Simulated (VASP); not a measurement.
# W (Im-3m) in VASP: a series of runs, part 2 of 2

VASP 6.6.1.

## (4) Relaxation of cell and atoms, PBE, target pressure 15 GPa, at which the enthalpy is minimised

This run uses another cell than the first one, of 15.42 Å³/atom, 1.106 times its volume.

Contents of INCAR:

```
ALGO     = Normal         # electronic algorithm
EDIFF    = 1E-6           # SCF threshold, eV
EDIFFG   = -0.008         # ionic threshold
ENCUT    = 600            # plane-wave cutoff, eV
GGA      = PE             # functional
IBRION   = 2              # ionic algorithm
ISIF     = 3              # what is computed and relaxed
ISMEAR   = 0              # smearing method
LASPH    = T              # aspherical terms in the spheres
LCHARG   = F              # write CHGCAR
LREAL    = F              # projectors in reciprocal space
LWAVE    = F              # write WAVECAR
NELM     = 80             # most SCF steps
NSW      = 70             # ionic steps
PREC     = Accurate       # precision mode
PSTRESS  = 150.0        
SIGMA    = 0.1            # smearing width, eV
```

Contents of KPOINTS:

```
k-points
0
Gamma
  18 18 18
```

Contents of POSCAR:

```
W
1.0
   -1.5679495962      1.5679495962      1.5679495962
    1.5679495962     -1.5679495962      1.5679495962
    1.5679495962      1.5679495962     -1.5679495962
W
1
Direct
    0.0000000000      0.0000000000      0.0000000000
```

Potentials or basis: VASP PAW PBE potentials, release 64 (W_sv).

On the command line:

```console
> cat potpaw_PBE.64/W_sv/POTCAR > POTCAR
> mpirun -np 1 vasp_std > vasp.out
```

OUTCAR:

```text
EDIFF = 1E-6
   EDIFFG = -0.008
   ENCUT = 600
   GGA = PE
   IBRION = 2
   ISIF = 3
   ISMEAR = 0
   LASPH = T
   LREAL = F
   NELM = 80
   NSW = 70
   PREC = Accurate
   PSTRESS = 150.0

 ion  position               nearest neighbor table
   1  0.000  0.000  0.000-

  LATTYP: Found a body centered cubic cell.
 ALAT       =     3.1358991924

  Lattice vectors:

 A1 = (  -1.5679495962,   1.5679495962,   1.5679495962)
 A2 = (   1.5679495962,  -1.5679495962,   1.5679495962)
 A3 = (   1.5679495962,   1.5679495962,  -1.5679495962)

Analysis of symmetry for initial positions (statically):
=====================================================================
 Subroutine PRICEL returns:
 Original cell was already a primitive cell.

 Routine SETGRP: Setting up the symmetry group for a
 body centered cubic supercell.

 Subroutine GETGRP returns: Found 48 space group operations
 (whereof 48 operations were pure point group operations)
 out of a pool of 48 trial point group operations.

The static configuration has the point symmetry O_h .

Analysis of symmetry for dynamics (positions and initial velocities):
=====================================================================
 Subroutine PRICEL returns:
 Original cell was already a primitive cell.

 Routine SETGRP: Setting up the symmetry group for a
 body centered cubic supercell.

 Subroutine GETGRP returns: Found 48 space group operations
 (whereof 48 operations were pure point group operations)
 out of a pool of 48 trial point group operations.

The dynamic configuration has the point symmetry O_h .

 Subroutine INISYM returns: Found 48 space group operations
 (whereof 48 operations are pure point group operations),
 and found     1 'primitive' translations

----------------------------------------------------------------------------------------

                                     Primitive cell

  volume of cell :      15.4190

  direct lattice vectors                    reciprocal lattice vectors
    -1.567949596  1.567949596  1.567949596     0.000000000  0.318887802  0.318887802
     1.567949596 -1.567949596  1.567949596     0.318887802  0.000000000  0.318887802
     1.567949596  1.567949596 -1.567949596     0.318887802  0.318887802  0.000000000

  length of vectors
     2.715768364  2.715768364  2.715768364     0.450975454  0.450975454  0.450975454

  position of ions in fractional coordinates (direct lattice)
     0.000000000  0.000000000  0.000000000

  ion indices of the primitive-cell ions
   primitive index   ion index
                 1           1

----------------------------------------------------------------------------------------

 KPOINTS: k-points

Automatic generation of k-mesh.
 Grid dimensions read from file:
 generate k-points for:   18   18   18

 Generating k-lattice:

  Cartesian coordinates                     Fractional coordinates (reciprocal lattice)
     0.000000000  0.017715989  0.017715989     0.055555556  0.000000000  0.000000000
     0.017715989  0.000000000  0.017715989     0.000000000  0.055555556  0.000000000
     0.017715989  0.017715989  0.000000000     0.000000000  0.000000000  0.055555556

  Length of vectors
[... 38 lines left out ...]
   number of dos      NEDOS =    301   number of ions     NIONS =      1
   total plane-waves  NPLWV =  13824
   dimension x,y,z NGX =    24 NGY =   24 NGZ =   24
   dimension x,y,z NGXF=    48 NGYF=   48 NGZF=   48
   ions per type =               1
   NGX,Y,Z   is equivalent  to a cutoff of  14.69, 14.69, 14.69 a.u.
   NGXF,Y,Z  is equivalent  to a cutoff of  29.38, 29.38, 29.38 a.u.
 SYSTEM =  unknown system
   PREC   = accura    normal or accurate (medium, high low for compatibility)
   ISTART =      0    job   : 0-new  1-cont  2-samecut
   ICHARG =      2    charge: 1-file 2-atom 10-const
   ISPIN  =      1    spin polarized calculation?
   LNONCOLLINEAR =      F non collinear calculations
   LSORBIT =      F    spin-orbit coupling
   LASPH  =      T    aspherical Exc in radial PAW
   ENCUT  =  600.0 eV  44.10 Ry    6.64 a.u.   5.42  5.42  5.42*2*pi/ulx,y,z
   NELM   =     80;   NELMIN=  2; NELMDL= -5     # of ELM steps
   EDIFF  = 0.1E-05   stopping-criterion for ELM
   LREAL  =      F    real-space projection
   EDIFFG = -.8E-02   stopping-criterion for IOM
   NSW    =     70    number of steps for IOM
   IBRION =      2    ionic relax: 0-MD 1-quasi-New 2-CG
   NFREE  =      1    steps in history (QN), initial steepest desc. (CG)
   ISIF   =      3    stress and relaxation
   ISYM   =      2    0-nonsym 1-usesym 2-fastsym
   POTIM  = 0.5000    time-step for ionic-motion
   TEBEG  =    0.0;   TEEND  =   0.0 temperature during run
   PSTRESS=  150.0 pullay stress
   NELECT =      14.0000    total number of electrons
   NUPDOWN=      -1.0000    fix difference up-down
   EMIN   =  10.00;   EMAX   =-10.00  energy-range for DOS
   EFERMI =   0.00;   METHOD = LEGACY
   ISMEAR =     0;   SIGMA  =   0.10  broadening in eV -4-tet -1-fermi 0-gaus
   EFERMI_NEDOS =   21; number of points for ismear=-14 and -15
   IALGO  =     38    algorithm
   IMIX   =      4    mixing-type and parameters
     AMIX     =   0.40;   BMIX     =  1.00
     AMIX_MAG =   1.60;   BMIX_MAG =  1.00
  volume/ion in A,a.u.               =      15.42       104.05
  Fermi-wavevector in a.u.,A,eV,Ry     =   1.585254  2.995695 34.191835  2.513029
  Thomas-Fermi vector in A             =   2.684746
   LORBIT       =      0    0 simple, 1 ext, 2 COOP (PROOUT), +10 PAW based schemes
   GGA     = PE    functional components
   LHFCALC =     F    Hartree Fock is set to
   AEXX    =    0.0000 exact exchange contribution
   IVDW    =     0    specifies the selected vdW correction
   LEPSILON=     F    determine dielectric tensor
   LRPA    =     F    only Hartree local field effects (RPA)
 conjugate gradient relaxation of ions
 non-spin polarized calculation
 Gauss-broadening in eV      SIGMA  =   0.10
  energy-cutoff  :      600.00
  volume of cell :       15.42
 maximum number of plane-waves:       533
 NGX is ok and might be reduce to    24
   NGX = 11   NGY = 11   NGZ = 11

--------------------------------------- Ionic step        1  -------------------------------------------

 number of electron      14.0000000 magnetization

 Free energy of the ion-electron system (eV)
  ---------------------------------------------------
  ext. energy  EPLUGINS =         0.00000000
  ---------------------------------------------------
  free energy    TOTEN  =       -12.91574652 eV

  energy without entropy =      -12.91237071  energy(sigma->0) =      -12.91405861

------------------------ aborting loop because EDIFF is reached ----------------------------------------

  FORCE on cell =-STRESS in cart. coord.  units (eV):
  Direction    XX          YY          ZZ          XY          YZ          ZX
  --------------------------------------------------------------------------------------
  -------------------------------------------------------------------------------------
  Total        1.5379079      1.5379079      1.5379079      0.0000000     -0.0000000      0.0000000
  in kB      159.8028908    159.8028908    159.8028908      0.0000000     -0.0000000      0.0000000
  external PRESSURE =       9.8028908 kB  Pullay stress =     150.0000000 kB
[... 61 lines left out ...]
--------------------------------------- Ionic step        3  -------------------------------------------

 number of electron      14.0000000 magnetization

 Free energy of the ion-electron system (eV)
  ---------------------------------------------------
  ext. energy  EPLUGINS =         0.00000000
  ---------------------------------------------------
  free energy    TOTEN  =       -12.91965842 eV

  energy without entropy =      -12.91628009  energy(sigma->0) =      -12.91796926

 E-fermi :  11.8039     XC(G=0): -13.7831

 val. band max:       11.8027586344   @ k =  -0.2778   0.3333   0.2222
 cond. band min:      11.8145903175   @ k =   0.5000   0.5000   0.2222
 fundamental gap:      0.0118316831
 Fermi energy:        11.8039350254

 k-point     1 :       0.0000    0.0000    0.0000
  band No.  band energies     occupation
      1     -62.3394      2.00000
      2     -25.8625      2.00000
      3     -25.8625      2.00000
      4     -25.8625      2.00000
      5       2.0349      2.00000
      6      10.5389      2.00000
      7      10.5389      2.00000
      8      10.5389      2.00000
      9      14.1322      0.00000
     10      14.1322      0.00000
     11      26.3832      0.00000
[... 309 lines left out ...]
 k-point    24 :       0.3889    0.1111    0.0000
  band No.  band energies     occupation
      1     -62.1893      2.00000
      2     -27.1747      2.00000
      3     -26.3537      2.00000
      4     -25.9332      2.00000
      5       5.8261      2.00000
      6       8.2801      2.00000
      7      11.2585      2.00000
      8      13.9089      0.00000
      9      15.2946      0.00000
     10      18.4679      0.00000
     11      23.0969      0.00000

 [... further k-points ...]
[... 5 lines left out ...]
  --------------------------------------------------------------------------------------
  -------------------------------------------------------------------------------------
  Total        1.4472622      1.4472622      1.4472622      0.0000000      0.0000000      0.0000000
  in kB      149.9902341    149.9902341    149.9902341      0.0000000      0.0000000      0.0000000
  external PRESSURE =      -0.0097659 kB  Pullay stress =     150.0000000 kB
[... 20 lines left out ...]
  energy  without entropy=      -12.9162800900  energy(sigma->0) =      -12.91796926

  enthalpy is  TOTEN    =       -11.4723020193 eV   P V=        1.4473564019

 reached required accuracy - stopping structural energy minimisation
```

Run time: 72 s. Hardware: 1 thread of AMD EPYC 7R13 (Zen 3), shared host; peak memory 0.14 GiB.

Results:

| Quantity | Value |
| --- | --- |
| Free energy | -12.9197 eV |
| Relaxed volume | 15.46 Å³/atom |
| Relaxed cell | a = 2.718 Å, b = 2.718 Å, c = 2.718 Å, α = 109.47°, β = 109.47°, γ = 109.47° |
| Space group after relaxing (to 0.05 Å) | Im-3m (No. 229) |
| Energy change on relaxing (the enthalpy is what falls) | -3.9 meV/atom |
| Ionic steps | 3 |
| Pressure after relaxing | 15.0 GPa |
| Band gap on the k mesh | zero (band 7 reaches 17.16 eV, above the bottom of band 8 at 10.54 eV) |

The path:
| step | energy change (eV) | largest force (eV/Å) | pressure (GPa) | volume (Å³) |
| --- | --- | --- | --- | --- |
| 1 | 0.0000 | 0.0000 | 15.98 | 15.42 |
| 2 | -0.0178 | 0.0000 | 11.03 | 15.63 |
| 3 | -0.0039 | 0.0000 | 15.00 | 15.46 |

Final structure:
```cif
data_structure
_symmetry_space_group_name_H-M 'P 1'
_symmetry_Int_Tables_number 1
_cell_length_a 2.7181
_cell_length_b 2.7181
_cell_length_c 2.7181
_cell_angle_alpha 109.471
_cell_angle_beta 109.471
_cell_angle_gamma 109.471
_cell_volume 15.46
loop_
_atom_site_label
_atom_site_type_symbol
_atom_site_fract_x
_atom_site_fract_y
_atom_site_fract_z
_atom_site_occupancy
W1 W 0.00000 0.00000 0.00000 1
```

Caveat: the cell is relaxed towards a set pressure, so the enthalpy falls and the energy may rise; spin-orbit coupling is left out, which moves the levels of the heavy elements.

## (5) The runs side by side

| task | cell | k mesh | cutoff (eV) | gap on the mesh (eV) | pressure (GPa) |
| --- | --- | --- | --- | --- | --- |
| single point | a = 2.626 Å, angles 109.5°, 1 atom | 20 × 20 × 20 | 520 | none | 61.4 |
| relaxation of cell and atoms | relaxed to 30 GPa from a = 2.681 Å, angles 109.5°, 1 atom | 18 × 18 × 18 | 600 | none | 30.0 |
| relaxation of cell and atoms | relaxed to 15 GPa from a = 2.716 Å, angles 109.5°, 1 atom | 18 × 18 × 18 | 600 | none | 15.0 |

Alike in all rows: level PBE; potentials or basis VASP PAW PBE potentials, release 64 (W_sv); no spin polarisation; smearing gaussian 0.1 eV.

Caveats: spin-orbit coupling is left out, which moves the levels of the heavy elements; the cell is relaxed towards a set pressure, so the enthalpy falls and the energy may rise (some runs).

Absolute energies hang on the potentials; compare differences alone.
